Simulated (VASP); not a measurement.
# LiNbO3 (R3c) in VASP: a series of runs, part 2 of 2

VASP 6.6.1.

## (5) Single point, PBE (11.25 Å³/atom)

File INCAR:

```
PREC = Accurate
ENCUT = 520
EDIFF = 1E-6
ISMEAR = 0
SIGMA = 0.05
LREAL = F
LASPH = T
NELM = 100
ALGO = Normal
ISIF = 2
LWAVE = F
LCHARG = F
GGA = PE
NBANDS = 45
```

File KPOINTS:

```
regular mesh
0
Gamma
  6 6 6
```

File POSCAR:

```
LiNbO3
1.0
    2.6223877121      1.5140362515      4.7211985998
   -2.6223877121      1.5140362515      4.7211985998
    0.0000000000     -3.0280725030      4.7211985998
Li Nb O
2 2 6
Direct
    0.2815913687      0.2815913687      0.2815913687
    0.7815913687      0.7815913687      0.7815913687
    0.0004900497      0.0004900497      0.0004900497
    0.5004900497      0.5004900497      0.5004900497
    0.1104619503      0.3580262714      0.7211003599
    0.7211003599      0.1104619503      0.3580262714
    0.3580262714      0.7211003599      0.1104619503
    0.2211003599      0.8580262714      0.6104619503
    0.8580262714      0.6104619503      0.2211003599
    0.6104619503      0.2211003599      0.8580262714
```

Potentials or basis: VASP PAW PBE potentials, release 64 (Li_sv, Nb_sv, O).

Launch:

```console
$ cat potpaw_PBE.64/Li_sv/POTCAR potpaw_PBE.64/Nb_sv/POTCAR potpaw_PBE.64/O/POTCAR > POTCAR
$ mpirun -np 1 vasp_std > vasp.out
```

OUTCAR:

```text
PREC = Accurate
   ENCUT = 520
   EDIFF = 1E-6
   ISMEAR = 0
   LREAL = F
   LASPH = T
   NELM = 100
   ISIF = 2
   GGA = PE

 ion  position               nearest neighbor table
   1  0.282  0.282  0.282-   8 2.11  10 2.11   9 2.11
   2  0.782  0.782  0.782-   7 2.11   6 2.11   5 2.11
   3  0.000  0.000  0.000-   5 1.90   6 1.90   7 1.90   9 2.18   8 2.18  10 2.18
   4  0.500  0.500  0.500-   9 1.90  10 1.90   8 1.90   5 2.18   7 2.18   6 2.18
   5  0.110  0.358  0.721-   3 1.90   2 2.11   4 2.18
   6  0.721  0.110  0.358-   3 1.90   2 2.11   4 2.18
[... 1377 lines left out ...]
  external PRESSURE =     -61.2458754 kB  Pullay stress =       0.0000000 kB

 VOLUME and BASIS-vectors are now :
 -----------------------------------------------------------------------------
  energy-cutoff  :      520.00
  volume of cell :      112.47
      direct lattice vectors                 reciprocal lattice vectors
     2.622387712  1.514036252  4.721198600     0.190665933  0.110081028  0.070603540
    -2.622387712  1.514036252  4.721198600    -0.190665933  0.110081028  0.070603540
     0.000000000 -3.028072503  4.721198600     0.000000000 -0.220162056  0.070603540

 POSITION                                       TOTAL-FORCE (eV/Angst)
 -----------------------------------------------------------------------------------
      0.00000      0.00000      3.98835        -0.000000     -0.000000      0.004213
      0.00000      0.00000     11.07014        -0.000000     -0.000000      0.004213
      0.00000      0.00000      0.00694        -0.000000     -0.000000      0.290604
      0.00000      0.00000      7.08874        -0.000000     -0.000000      0.290604
     -0.64921     -1.47424      5.61628         0.258629     -0.287602     -0.098272
      1.60133      0.17489      5.61628         0.119756      0.367780     -0.098272
     -0.95212      1.29935      5.61628        -0.378385     -0.080179     -0.098272
     -1.67027     -0.21469      7.97688         0.378385     -0.080179     -0.098272
      0.64921      1.55384      7.97688        -0.258629     -0.287602     -0.098272
      1.02106     -1.33915      7.97688        -0.119756      0.367780     -0.098272
 -----------------------------------------------------------------------------------
    total drift:                                0.000000     -0.000001     -0.000844

  FREE ENERGIE OF THE ION-ELECTRON SYSTEM (eV)
  ---------------------------------------------------
  free  energy   TOTEN  =       -79.9758889347 eV

  energy  without entropy=      -79.9758889347  energy(sigma->0) =      -79.97588893
```

Wall time 3.1 min (1 thread of Intel Xeon Platinum 8488C (Sapphire Rapids), shared host); peak memory 0.31 GiB.

What came out:

```
Free energy            : -79.9759 eV
Largest force          : 0.399 eV/Å
Band gap on the k mesh : 3.42 eV (least direct gap 3.44 eV)
```

Forces in eV/Å, atoms in the order of the input:
```
Li   0.000  0.000  0.004
Li   0.000  0.000  0.004
Nb   0.000  0.000  0.291
Nb   0.000  0.000  0.291
O    0.259 -0.288 -0.098
O    0.120  0.368 -0.098
O   -0.378 -0.080 -0.098
O    0.378 -0.080 -0.098
O   -0.259 -0.288 -0.098
O   -0.120  0.368 -0.098
```

Levels at points of the mesh, in eV from the valence-band top:
```tsv
k point	band 32	band 33	band 34	band 35	band 36	band 37
(0.00, 0.00, 0.00)	-0.51	0.00	0.00	3.44	3.44	3.88
(0.50, 0.00, 0.00)	-0.30	-0.22	-0.22	3.67	3.67	4.45
(0.50, 0.50, 0.00)	-0.66	-0.51	-0.19	3.51	3.93	4.34
(0.50, 0.50, 0.50)	-0.30	-0.30	-0.30	4.36	4.36	4.55
```

Caveat: the cutoff is under 1.25 times the usual one of these potentials, so pressure, stress and relaxed cells hold a basis-set (Pulay) error. A k mesh can miss the band edges.

## (6) Single point, PBE (11.42 Å³/atom)

This run uses another cell than the first one, of 11.42 Å³/atom.

File INCAR:

```
  PREC = Accurate
  ENCUT = 520
  EDIFF = 1E-6
  ISMEAR = 0
  SIGMA = 0.05
  LREAL = F
  LASPH = T
  NELM = 100
  ALGO = Normal
  ISIF = 2
  LWAVE = F
  LCHARG = F
  GGA = PE
  NBANDS = 45
```

File KPOINTS:

```
Automatic mesh
0
Gamma
  6 6 6
```

POSCAR, as its differences from that of step 5:

```diff
@@ -2,5 +2,5 @@
 1.0
-    2.6223877121      1.5140362515      4.7211985998
-   -2.6223877121      1.5140362515      4.7211985998
-    0.0000000000     -3.0280725030      4.7211985998
+    2.7072968313      1.5630585544      4.4986249014
+   -2.7072968313      1.5630585544      4.4986249014
+    0.0000000000     -3.1261171087      4.4986249014
 Li Nb O
```

Potentials or basis: VASP PAW PBE potentials, release 64 (Li_sv, Nb_sv, O).

Launch:

```console
$ cat potpaw_PBE.64/Li_sv/POTCAR potpaw_PBE.64/Nb_sv/POTCAR potpaw_PBE.64/O/POTCAR > POTCAR
$ mpirun -np 1 vasp_std > vasp.out
```

OUTCAR:

```text
PREC = Accurate
   ENCUT = 520
   EDIFF = 1E-6
   ISMEAR = 0
   LREAL = F
   LASPH = T
   NELM = 100
   ISIF = 2
   GGA = PE

 ion  position               nearest neighbor table
   1  0.282  0.282  0.282-   9 2.15  10 2.15   8 2.15   6 2.27   5 2.27   7 2.27
   2  0.782  0.782  0.782-   5 2.15   6 2.15   7 2.15  10 2.27   9 2.27   8 2.27
   3  0.000  0.000  0.000-   7 1.93   6 1.93   5 1.93  10 2.18   8 2.18   9 2.18
   4  0.500  0.500  0.500-   8 1.93  10 1.93   9 1.93   6 2.18   7 2.18   5 2.18
   5  0.110  0.358  0.721-   3 1.93   2 2.15   4 2.18   1 2.27
   6  0.721  0.110  0.358-   3 1.93   2 2.15   4 2.18   1 2.27
   7  0.358  0.721  0.110-   3 1.93   2 2.15   4 2.18   1 2.27
   8  0.221  0.858  0.610-   4 1.93   1 2.15   3 2.18   2 2.27
   9  0.858  0.610  0.221-   4 1.93   1 2.15   3 2.18   2 2.27
  10  0.610  0.221  0.858-   4 1.93   1 2.15   3 2.18   2 2.27

  LATTYP: Found a trigonal (rhomboedric) cell.
 ALAT       =     5.4781597440
 COS(alpha) =     0.5115362253

  Lattice vectors:

 A1 = (   2.7072968313,   1.5630585544,   4.4986249014)
 A2 = (  -2.7072968313,   1.5630585544,   4.4986249014)
 A3 = (   0.0000000000,  -3.1261171087,   4.4986249014)

Analysis of symmetry for initial positions (statically):
=====================================================================
 Subroutine PRICEL returns:
 Original cell was already a primitive cell.

 Routine SETGRP: Setting up the symmetry group for a
 trigonal (rhombohedral) supercell.

 Subroutine GETGRP returns: Found  6 space group operations
 (whereof  3 operations were pure point group operations)
 out of a pool of 12 trial point group operations.

The static configuration has the point symmetry C_3 .
 The point group associated with its full space group is C_3v.

Analysis of symmetry for dynamics (positions and initial velocities):
=====================================================================
 Subroutine PRICEL returns:
[... 154 lines left out ...]
   IVDW    =     0    specifies the selected vdW correction
   LEPSILON=     F    determine dielectric tensor
   LRPA    =     F    only Hartree local field effects (RPA)
 non-spin polarized calculation
 Gauss-broadening in eV      SIGMA  =   0.05
  energy-cutoff  :      520.00
  volume of cell :      114.22
 maximum number of plane-waves:      3088
 NGX is ok and might be reduce to    42
   NGX = 21   NGY = 21   NGZ = 21

 number of electron      68.0000007 magnetization

 Free energy of the ion-electron system (eV)
  ---------------------------------------------------
  ext. energy  EPLUGINS =         0.00000000
  ---------------------------------------------------
  free energy    TOTEN  =       -79.60266545 eV

  energy without entropy =      -79.60266545  energy(sigma->0) =      -79.60266545

 E-fermi :   3.2759     XC(G=0): -10.4482

 val. band max:        2.9510943300   @ k =   0.1667   0.1667   0.1667
 cond. band min:       6.1617133296   @ k =   0.5000   0.3333   0.0000
 fundamental gap:      3.2106189995
 Fermi energy:         3.2758636949

 k-point     1 :       0.0000    0.0000    0.0000
  band No.  band energies     occupation
      1     -51.5719      2.00000
      2     -51.5615      2.00000
      3     -39.9016      2.00000
      4     -39.8998      2.00000
      5     -27.7261      2.00000
      6     -27.7261      2.00000
[... 1141 lines left out ...]
     44      11.7148      0.00000
     45      12.7688      0.00000

 [... further k-points ...]

------------------------ aborting loop because EDIFF is reached ----------------------------------------

  FORCE on cell =-STRESS in cart. coord.  units (eV):
  Direction    XX          YY          ZZ          XY          YZ          ZX
  --------------------------------------------------------------------------------------
  -------------------------------------------------------------------------------------
  Total      -10.6636010    -10.6636010     -0.6138184      0.0000000     -0.0000000      0.0000000
  in kB     -149.5795814   -149.5795814     -8.6101032      0.0000000     -0.0000000      0.0000000
  external PRESSURE =    -102.5897553 kB  Pullay stress =       0.0000000 kB

 VOLUME and BASIS-vectors are now :
 -----------------------------------------------------------------------------
  energy-cutoff  :      520.00
  volume of cell :      114.22
      direct lattice vectors                 reciprocal lattice vectors
     2.707296831  1.563058554  4.498624901     0.184686066  0.106628550  0.074096716
    -2.707296831  1.563058554  4.498624901    -0.184686066  0.106628550  0.074096716
     0.000000000 -3.126117109  4.498624901     0.000000000 -0.213257099  0.074096716

 POSITION                                       TOTAL-FORCE (eV/Angst)
 -----------------------------------------------------------------------------------
      0.00000      0.00000      3.80032        -0.000000     -0.000000     -0.120316
      0.00000      0.00000     10.54826        -0.000000     -0.000000     -0.120316
      0.00000      0.00000      0.00661        -0.000000      0.000000      0.513672
      0.00000      0.00000      6.75455        -0.000000      0.000000      0.513672
     -0.67023     -1.52197      5.35151         0.605314     -0.492174     -0.131119
      1.65318      0.18055      5.35151         0.123578      0.770304     -0.131119
     -0.98295      1.34142      5.35151        -0.728892     -0.278131     -0.131119
     -1.72435     -0.22164      7.60083         0.728892     -0.278131     -0.131119
      0.67023      1.60415      7.60083        -0.605314     -0.492174     -0.131119
      1.05412     -1.38251      7.60083        -0.123578      0.770304     -0.131119
 -----------------------------------------------------------------------------------
    total drift:                                0.000000      0.000001      0.000678

  FREE ENERGIE OF THE ION-ELECTRON SYSTEM (eV)
  ---------------------------------------------------
  free  energy   TOTEN  =       -79.6026654481 eV

  energy  without entropy=      -79.6026654481  energy(sigma->0) =      -79.60266545
```

stdout:

```text
POSCAR found type information on POSCAR LiNbO
 POSCAR found :  3 types and      10 ions
 scaLAPACK will be used
 LDA part: xc-table for (Slater+PW92), standard interpolation
 POSCAR, INCAR and KPOINTS ok, starting setup
 FFT: planning ... GRIDC
 FFT: planning ... GRID_SOFT
 FFT: planning ... GRID
 WAVECAR not read
 entering main loop
```

It took 2.7 min on 1 thread of Intel Xeon Platinum 8488C (Sapphire Rapids), shared host; peak memory 0.32 GiB.

Results:

- Free energy: -79.6027 eV
- Largest force: 0.791 eV/Å
- Band gap on the k mesh: 3.21 eV (least direct gap 3.28 eV)

Forces in eV/Å, atoms in the order of the input:
```
Li   0.000  0.000 -0.120
Li   0.000  0.000 -0.120
Nb   0.000  0.000  0.514
Nb   0.000  0.000  0.514
O    0.605 -0.492 -0.131
O    0.124  0.770 -0.131
O   -0.729 -0.278 -0.131
O    0.729 -0.278 -0.131
O   -0.605 -0.492 -0.131
O   -0.124  0.770 -0.131
```

Caveat: the cutoff is under 1.25 times the usual one of these potentials, so pressure, stress and relaxed cells hold a basis-set (Pulay) error.

## (7) The runs side by side

```csv
cell,gap on the mesh (eV),largest force (eV/Å)
"a = 5.543 Å, angles 57.1°, 10 atoms",3.38,0.49
"a = 5.678 Å, angles 54.4°, 10 atoms",3.42,0.32
"a = 5.480 Å, angles 58.5°, 10 atoms",3.32,0.58
"a = 5.609 Å, angles 55.8°, 10 atoms",3.42,0.40
"a = 5.478 Å, angles 59.2°, 10 atoms",3.21,0.79
```

Alike in all rows: task single point; level PBE; potentials or basis VASP PAW PBE potentials, release 64 (Li_sv, Nb_sv, O); no spin polarisation; k mesh 6 × 6 × 6; cutoff (eV) 520; smearing gaussian 0.05 eV.

Caveats: the cutoff is under 1.25 times the usual one of these potentials, so pressure, stress and relaxed cells hold a basis-set (Pulay) error.

Absolute energies hang on the potentials; compare differences alone.
